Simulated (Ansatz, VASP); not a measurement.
# Two plane-wave programs on Al2Pt

INCAR

```
SYSTEM = Al2Pt
ALGO = Normal
EDIFF = 1E-6
ENCUT = 520
GGA = PE
ISIF = 2
ISMEAR = 1
LASPH = .TRUE.
LCHARG = .TRUE.
LELF = .TRUE.
LREAL = .FALSE.
LVHAR = .TRUE.
LWAVE = .FALSE.
NBANDS = 15
NELM = 100
PREC = Accurate
SIGMA = 0.2
```

File KPOINTS:

```
k-points
0
G
  7 7 7
  0 0 0
```

The input POSCAR:

```
Al2Pt
1.0
    0.0000000000      2.9550000000      2.9550000000
    2.9550000000      0.0000000000      2.9550000000
    2.9550000000      2.9550000000      0.0000000000
Al Pt
2 1
Direct
    0.2500000000      0.2500000000      0.2500000000
    0.7500000000      0.7500000000      0.7500000000
    0.0000000000      0.0000000000      0.0000000000
```

Input for Ansatz:

```yaml
crystal:
  lattice:
    - [0.0, 2.955, 2.955]
    - [2.955, 0.0, 2.955]
    - [2.955, 2.955, 0.0]
  atoms:
    - { symbol: Al, position: [0.25, 0.25, 0.25] }
    - { symbol: Al, position: [0.75, 0.75, 0.75] }
    - { symbol: Pt, position: [0.0, 0.0, 0.0] }
basis:
  ecutwfc: 571.4391111657479
kpoints:
  mp_grid:
    grid: [7, 7, 7]
    shift: [0.0, 0.0, 0.0]
hamiltonian:
  xc: pbe
scf:
  occupations:
    method: cold
    width: 0.2
output:
  stress: true
```

Alike in both runs: task single point; functional PBE; k mesh 7 × 7 × 7; no spin polarisation.

|  | VASP | Ansatz |
| --- | --- | --- |
| version | VASP 6.6.1 | Ansatz 0.2.0 |
| potentials or method | VASP PAW PBE potentials, release 64 (Al, Pt), cutoff 520 eV | plane waves, PAW |
| occupations | methfessel-paxton of order 1, width 0.2 eV | cold, width 0.2 eV |
| valence electrons in the cell | 16 | 24 |

Ansatz gave:

| Item | Value |
| --- | --- |
| pressure (GPa) | 2.5 |

Task: What did VASP give for the same quantities?

Result: Pressure (GPa): 2.3.

VASP's potentials hold 16 valence electrons a cell and Ansatz's 24, so a difference there can come from the potentials and not from the codes.

Spin-orbit coupling is off throughout.
